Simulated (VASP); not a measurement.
# Ge (I4_1/amd) in VASP: a series of runs, part 2 of 2

VASP 6.6.1.

## Step 3: Electric field gradients, r2SCAN (19.64 Å³/atom)

This run uses another cell than the first one, of 19.64 Å³/atom.

POSCAR

```
Ge
1.0
   -2.6249827287      2.6249827287      1.4248198492
    2.6249827287     -2.6249827287      1.4248198492
    2.6249827287      2.6249827287     -1.4248198492
Ge
2
Direct
    0.2500000000      0.7500000000      0.5000000000
    0.5000000000      0.5000000000      0.0000000000
```

INCAR.step1

```
PREC     = Accurate       # precision mode
ENCUT    = 520            # plane-wave cutoff, eV
ISMEAR   = -1             # smearing method
SIGMA    = 0.05           # smearing width, eV
LREAL    = F              # projectors in reciprocal space
LASPH    = T              # aspherical terms in the spheres
NELM     = 80             # most SCF steps
NBANDS   = 21             # bands
GGA      = PE             # functional
ALGO     = Normal         # electronic algorithm
EDIFF    = 1E-4           # SCF threshold, eV
LWAVE    = T              # write WAVECAR
LCHARG   = F              # write CHGCAR
```

INCAR.step2

```
PREC     = Accurate       # precision mode
ENCUT    = 520            # plane-wave cutoff, eV
EDIFF    = 1E-8           # SCF threshold, eV
ISMEAR   = -1             # smearing method
SIGMA    = 0.05           # smearing width, eV
LREAL    = F              # projectors in reciprocal space
LASPH    = T              # aspherical terms in the spheres
NELM     = 80             # most SCF steps
ALGO     = Normal         # electronic algorithm
ISIF     = 2              # what is computed and relaxed
LWAVE    = F              # write WAVECAR
LCHARG   = F              # write CHGCAR
METAGGA  = R2SCAN         # meta-GGA
LMIXTAU  = T            
LEFG     = T            
NBANDS   = 21             # bands
ISTART   = 1
```

KPOINTS

```
regular mesh
0
Gamma
  16 16 16
```

Potentials or basis: VASP PAW PBE potentials, release 64 (Ge_d).

Command:

```sh
cat potpaw_PBE.64/Ge_d/POTCAR > POTCAR
cp INCAR.step1 INCAR
mpirun -np 1 vasp_std > vasp.out
cp INCAR.step2 INCAR
mpirun -np 1 vasp_std > vasp.out
```

OUTCAR:

```text
PREC = Accurate
   ENCUT = 520
   EDIFF = 1E-8
   ISMEAR = -1
   LREAL = F
   LASPH = T
   NELM = 80
   ISIF = 2
   METAGGA = R2SCAN
   ISTART = 1

 ion  position               nearest neighbor table
   1  0.250  0.750  0.500-   2 2.72   2 2.72   2 2.72   2 2.72
   2  0.500  0.500  0.000-   1 2.72   1 2.72   1 2.72   1 2.72

  LATTYP: Found a body centered tetragonal cell.
 ALAT       =     5.2499654574
 C/A-ratio  =     0.5427920853

  Lattice vectors:

 A1 = (  -2.6249827287,   2.6249827287,   1.4248198492)
[... 791 lines left out ...]
  ---------------------------------------------------
  free  energy   TOTEN  =       -27.0073810537 eV

  energy  without entropy=      -27.0011594386  energy(sigma->0) =      -27.00427025

 Electric field gradients (V/A^2)
---------------------------------------------------------------------
 ion       V_xx      V_yy      V_zz      V_xy      V_xz      V_yz
---------------------------------------------------------------------
   1     -12.776   -12.776    25.552    -0.001     0.001     0.001
   2     -12.776   -12.776    25.552    -0.001     0.001     0.001
---------------------------------------------------------------------

 Electric field gradients after diagonalization (V/A^2)
 (convention: |V_zz| > |V_xx| > |V_yy|)
----------------------------------------------------------------------
 ion       V_xx      V_yy      V_zz     asymmetry (V_yy - V_xx)/ V_zz
----------------------------------------------------------------------
   1     -12.777   -12.775    25.552       0.000
   2     -12.777   -12.775    25.552       0.000
----------------------------------------------------------------------

           NMR quadrupolar parameters

 Cq : quadrupolar parameter    Cq=e*Q*V_zz/h
 eta: asymmetry parameters     (V_yy - V_xx)/ V_zz
 Q  : nuclear electric quadrupole moment in mb (millibarn)
----------------------------------------------------------------------
 ion       Cq(MHz)       eta       Q (mb)
----------------------------------------------------------------------
   1       0.062       0.000       1.000
   2       0.062       0.000       1.000
----------------------------------------------------------------------
```

OUTCAR.step1:

```text
PREC = Accurate
   ENCUT = 520
   ISMEAR = -1
   LREAL = F
   LASPH = T
   NELM = 80
[... 798 lines left out ...]
 -----------------------------------------------------------------------------------
      2.62498      0.00000      0.71241         0.000000     -0.000000      0.000000
      0.00000      0.00000      1.42482        -0.000000      0.000000     -0.000000
 -----------------------------------------------------------------------------------
    total drift:                                0.000000     -0.000000      0.000000

  FREE ENERGIE OF THE ION-ELECTRON SYSTEM (eV)
  ---------------------------------------------------
  free  energy   TOTEN  =        -8.5779461238 eV

  energy  without entropy=       -8.5714284424  energy(sigma->0) =       -8.57468728
```

Run time: 16 min. Hardware: 1 thread of Intel Xeon 6975P-C (Granite Rapids), shared host; peak memory 0.35 GiB.

What came out:

```yaml
Free_energy: -27.0074 eV
Pressure: -3.6 GPa
Band_gap_on_the_k_mesh: zero (bands 14 and 15 overlap by 5.12 eV)
Largest_electric_field_gradient_by_atom: Ge +25.6 V/Å²
```

Electric field gradients, principal values (V/Å²):
| atom | least | middle | greatest (by size) |
| --- | --- | --- | --- |
| 1 Ge | -12.775 | -12.777 | 25.552 |
| 2 Ge | -12.775 | -12.777 | 25.552 |

Caveat: the cell stands under tension; without QUAD_EFG the Cq values of the log hold for a quadrupole moment of 1 mb, not for the nuclei; the PAW data sets were made with another functional, which shifts forces and pressure a little.

## Step 4: Electric field gradients, r2SCAN (19.64 Å³/atom)

This run uses another cell than the first one, of 19.64 Å³/atom.

POSCAR is that of step 3.

INCAR.step1

```
SYSTEM = Ge
  PREC = Accurate
  ENCUT = 520
  ISMEAR = -1
  SIGMA = 0.05
  LREAL = .FALSE.
  LASPH = .TRUE.
  NELM = 60
  NBANDS = 21
  GGA = PE
  ALGO = Normal
  EDIFF = 1E-4
  LWAVE = .TRUE.
  LCHARG = .FALSE.
```

INCAR.step2

```
SYSTEM = Ge
  PREC = Accurate
  ENCUT = 520
  EDIFF = 1E-8
  ISMEAR = -1
  SIGMA = 0.05
  LREAL = .FALSE.
  LASPH = .TRUE.
  NELM = 60
  ALGO = Normal
  ISIF = 2
  LWAVE = .FALSE.
  LCHARG = .FALSE.
  METAGGA = R2SCAN
  LMIXTAU = .TRUE.
  LEFG = .TRUE.
  NBANDS = 21
  ISTART = 1
```

KPOINTS

```
regular mesh
0
G
  16 16 16
  0 0 0
```

Potentials or basis: VASP PAW PBE potentials, release 64 (Ge_d).

Command:

```sh
cat potpaw_PBE.64/Ge_d/POTCAR > POTCAR
cp INCAR.step1 INCAR
mpirun -np 1 vasp_std > vasp.out
cp INCAR.step2 INCAR
mpirun -np 1 vasp_std > vasp.out
```

OUTCAR:

```text
SYSTEM = Ge
   PREC = Accurate
   ENCUT = 520
   EDIFF = 1E-8
   ISMEAR = -1
   LREAL = .FALSE.
   LASPH = .TRUE.
   NELM = 60
   ISIF = 2
   METAGGA = R2SCAN
   ISTART = 1

 ion  position               nearest neighbor table
   1  0.250  0.750  0.500-   2 2.72   2 2.72   2 2.72   2 2.72
   2  0.500  0.500  0.000-   1 2.72   1 2.72   1 2.72   1 2.72

  LATTYP: Found a body centered tetragonal cell.
 ALAT       =     5.2499654574
 C/A-ratio  =     0.5427920853

  Lattice vectors:

 A1 = (  -2.6249827287,   2.6249827287,   1.4248198492)
 A2 = (   2.6249827287,  -2.6249827287,   1.4248198492)
 A3 = (   2.6249827287,   2.6249827287,  -1.4248198492)

Analysis of symmetry for initial positions (statically):
=====================================================================
 Subroutine PRICEL returns:
 Original cell was already a primitive cell.

 Routine SETGRP: Setting up the symmetry group for a
 body centered tetragonal supercell.

 Subroutine GETGRP returns: Found 16 space group operations
 (whereof  8 operations were pure point group operations)
 out of a pool of 16 trial point group operations.

The static configuration has the point symmetry D_2d.
 The point group associated with its full space group is D_4h.

Analysis of symmetry for dynamics (positions and initial velocities):
=====================================================================
 Subroutine PRICEL returns:
 Original cell was already a primitive cell.

 Routine SETGRP: Setting up the symmetry group for a
 body centered tetragonal supercell.

 Subroutine GETGRP returns: Found 16 space group operations
 (whereof  8 operations were pure point group operations)
[... 159 lines left out ...]
  band No.  band energies     occupation
      1     -19.3883      2.00000
      2     -19.3512      2.00000
      3     -19.3220      2.00000
      4     -19.3156      2.00000
      5     -19.2252      2.00000
      6     -19.2252      2.00000
[... 565 lines left out ...]
     20      18.1713      0.00000
     21      18.8188      0.00000

 [... further k-points ...]

------------------------ aborting loop because EDIFF is reached ----------------------------------------

  FORCE on cell =-STRESS in cart. coord.  units (eV):
  Direction    XX          YY          ZZ          XY          YZ          ZX
  --------------------------------------------------------------------------------------
  -------------------------------------------------------------------------------------
  Total       -0.9630313     -0.9630313     -0.7399743      0.0000000     -0.0000000      0.0000000
  in kB      -39.2896482    -39.2896482    -30.1893925      0.0000000     -0.0000000      0.0000000
  external PRESSURE =     -36.2562296 kB  Pullay stress =       0.0000000 kB

 VOLUME and BASIS-vectors are now :
 -----------------------------------------------------------------------------
  energy-cutoff  :      520.00
  volume of cell :       39.27
      direct lattice vectors                 reciprocal lattice vectors
    -2.624982729  2.624982729  1.424819849     0.000000000  0.190477444  0.350921557
     2.624982729 -2.624982729  1.424819849     0.190477444  0.000000000  0.350921557
     2.624982729  2.624982729 -1.424819849     0.190477444  0.190477444  0.000000000

 POSITION                                       TOTAL-FORCE (eV/Angst)
 -----------------------------------------------------------------------------------
      2.62498      0.00000      0.71241         0.000000     -0.000000     -0.000000
      0.00000      0.00000      1.42482        -0.000000      0.000000      0.000000
 -----------------------------------------------------------------------------------
    total drift:                                0.000000     -0.000000      0.000000

  FREE ENERGIE OF THE ION-ELECTRON SYSTEM (eV)
  ---------------------------------------------------
  free  energy   TOTEN  =       -27.0073810537 eV

  energy  without entropy=      -27.0011594386  energy(sigma->0) =      -27.00427025

 Electric field gradients (V/A^2)
---------------------------------------------------------------------
 ion       V_xx      V_yy      V_zz      V_xy      V_xz      V_yz
---------------------------------------------------------------------
   1     -12.776   -12.776    25.552    -0.001     0.001     0.001
   2     -12.776   -12.776    25.552    -0.001     0.001     0.001
---------------------------------------------------------------------

 Electric field gradients after diagonalization (V/A^2)
 (convention: |V_zz| > |V_xx| > |V_yy|)
----------------------------------------------------------------------
 ion       V_xx      V_yy      V_zz     asymmetry (V_yy - V_xx)/ V_zz
----------------------------------------------------------------------
   1     -12.777   -12.775    25.552       0.000
   2     -12.777   -12.775    25.552       0.000
----------------------------------------------------------------------

           NMR quadrupolar parameters

 Cq : quadrupolar parameter    Cq=e*Q*V_zz/h
 eta: asymmetry parameters     (V_yy - V_xx)/ V_zz
 Q  : nuclear electric quadrupole moment in mb (millibarn)
----------------------------------------------------------------------
 ion       Cq(MHz)       eta       Q (mb)
----------------------------------------------------------------------
   1       0.062       0.000       1.000
   2       0.062       0.000       1.000
----------------------------------------------------------------------
```

OUTCAR.step1:

```text
SYSTEM = Ge
   PREC = Accurate
   ENCUT = 520
   ISMEAR = -1
   LREAL = .FALSE.
   LASPH = .TRUE.
[... 800 lines left out ...]
      2.62498      0.00000      0.71241         0.000000     -0.000000      0.000000
      0.00000      0.00000      1.42482        -0.000000      0.000000     -0.000000
 -----------------------------------------------------------------------------------
    total drift:                                0.000000     -0.000000      0.000000

  FREE ENERGIE OF THE ION-ELECTRON SYSTEM (eV)
  ---------------------------------------------------
  free  energy   TOTEN  =        -8.5779461238 eV

  energy  without entropy=       -8.5714284424  energy(sigma->0) =       -8.57468728
```

Run time: 13 min. Hardware: 1 thread of Intel Xeon 6975P-C (Granite Rapids), shared host; peak memory 0.35 GiB.

What came out:

```
Free energy                             : -27.0074 eV
Pressure                                : -3.6 GPa
Band gap on the k mesh                  : zero (bands 14 and 15 overlap by 5.12 eV)
Largest electric field gradient by atom : Ge +25.6 V/Å²
```

Levels at points of the mesh, in eV from the Fermi level:
```csv
k point,band 11,band 12,band 13,band 14,band 15,band 16,band 17,band 18
"(0.00, 0.00, 0.00)",-13.44,-4.34,-2.38,-2.38,3.87,7.55,7.55,8.10
"(0.50, 0.00, 0.00)",-8.26,-6.44,-2.74,-2.06,-1.38,2.88,3.55,5.50
"(0.50, 0.50, 0.00)",-10.70,-10.70,0.58,0.58,2.01,2.01,7.61,7.61
"(0.50, 0.50, 0.50)",-9.11,-9.11,-5.78,-5.78,6.25,6.25,10.91,10.91
```

Electric field gradients, principal values (V/Å²):
```csv
atom,least,middle,greatest (by size)
1 Ge,-12.775,-12.777,25.552
2 Ge,-12.775,-12.777,25.552
```

Caveat: the cell stands under tension; without QUAD_EFG the Cq values of the log hold for a quadrupole moment of 1 mb, not for the nuclei; the PAW data sets were made with another functional, which shifts forces and pressure a little.
